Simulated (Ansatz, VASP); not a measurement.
**MoS2 in VASP and in Ansatz**

Contents of INCAR:

```
SYSTEM = MoS2
  ALGO = Normal
  EDIFF = 1E-6
  ENCUT = 500
  GGA = PE
  GGA_COMPAT = .FALSE.
  ISIF = 2
  ISMEAR = 0
  IVDW = 12
  LASPH = .TRUE.
  LCHARG = .FALSE.
  LREAL = .FALSE.
  LWAVE = .FALSE.
  NBANDS = 20
  NELM = 120
  PREC = Accurate
  SIGMA = 0.05
```

File KPOINTS:

```
k-points
0
G
  12 12 4
  0 0 0
```

File POSCAR:

```
MoS2
1.0
    3.1494351579      0.0000000000      0.0000000000
   -1.5747175790      2.7274908543      0.0000000000
    0.0000000000      0.0000000000      6.6448340996
Mo S
1 2
Direct
    0.0000000000      0.0000000000      0.0000000000
    0.3333333333      0.6666666667      0.2232580192
    0.3333333333      0.6666666667      0.7767419808
```

Input for Ansatz:

```yaml
crystal:
  lattice:
    - [3.1494351579, 0.0, 0.0]
    - [-1.574717579, 2.7274908543, 0.0]
    - [0.0, 0.0, 6.6448340996]
  atoms:
    - { symbol: Mo, position: [0.0, 0.0, 0.0] }
    - { symbol: S, position: [0.3333333333, 0.6666666667, 0.2232580192] }
    - { symbol: S, position: [0.3333333333, 0.6666666667, 0.7767419808] }
basis:
  ecutwfc: 420
kpoints:
  mp_grid: { grid: [12, 12, 4] }
hamiltonian:
  xc: pbe
  dispersion: d3bj
scf:
  occupations: { method: gaussian, width: 0.05 }
output:
  forces: true
  stress: true
  eigenvalues: true
```

Alike in both runs: task single point; functional PBE; dispersion D3(BJ); k mesh 12 × 12 × 4; occupations gaussian, width 0.05 eV; no spin polarisation.

```csv
,VASP,Ansatz
version,VASP 6.6.1,Ansatz 0.2.0
potentials or method,"VASP PAW PBE potentials, release 64 (Mo_sv, S), cutoff 500 eV","scalar-relativistic, plane waves, PAW"
valence electrons in the cell,26,26
```

VASP gave:

```
gap on the k mesh at the Fermi level (eV)                     : 0.83
least direct gap on the mesh (eV)                             : 1.61
pressure (GPa)                                                : 8.2
traceless stress, the component that is largest in VASP (GPa) : 5.74
rms of the force components (eV/Å)                            : 0.847
```

Problem. What did Ansatz give for the same quantities?

Solution. gap on the k mesh at the Fermi level (eV): 0.81; least direct gap on the mesh (eV): 1.61; pressure (GPa): 8.4; traceless stress, the component that is largest in VASP (GPa): 5.80; rms of the force components (eV/Å): 0.856.

Atom by atom the forces differ by 0.010 eV/Å (rms over components).
